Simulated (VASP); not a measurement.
## CdTe: single point with r2SCAN

CdTe:

```xyz
2
Lattice="0.0000 3.3219 3.3219 3.3219 0.0000 3.3219 3.3219 3.3219 0.0000" Properties=species:S:1:pos:R:3 pbc="T T T"
Cd    0.0000    0.0000    0.0000
Te    1.6609    1.6609    1.6609
```

This cell differs from its parent crystal: volume scaled by 1.040.

```yaml
Program: VASP 6.6.1
Task: single point
Functional: r2SCAN
Potentials_or_basis: VASP PAW PBE potentials, release 64 (Cd, Te)
Cutoff: 520 eV
k_mesh: 10 × 10 × 10
Occupations: gaussian, width 0.05 eV
Spin: no spin polarisation
Dipole_correction: no
Further_INCAR_settings: ALGO = Normal; EDIFF = 1e-06; NBANDS = 16
```

```json
{
 "Pressure": "-1.3 GPa",
 "Band gap on the k mesh": "1.03 eV, direct"
}
```

Levels at points of the mesh, in eV from the valence-band top:
```tsv
k point	band 6	band 7	band 8	band 9	band 10	band 11	band 12	band 13
(0.00, 0.00, 0.00)	-8.11	0.00	0.00	0.00	1.03	5.08	5.08	5.08
(0.50, 0.00, 0.00)	-7.79	-4.08	-0.68	-0.68	2.15	5.61	5.61	7.32
(0.50, 0.50, 0.00)	-7.66	-3.99	-1.66	-1.66	2.98	3.03	9.03	9.43
```

Run time: 4.7 min on 1 thread of AMD EPYC 7R43 64-Core Processor (Zen 3), with other jobs on the host, peak memory 0.21 GiB.

Caveat: the PAW data sets were made with another functional, which shifts forces and pressure a little; spin-orbit coupling is left out, which moves the levels of the heavy elements.
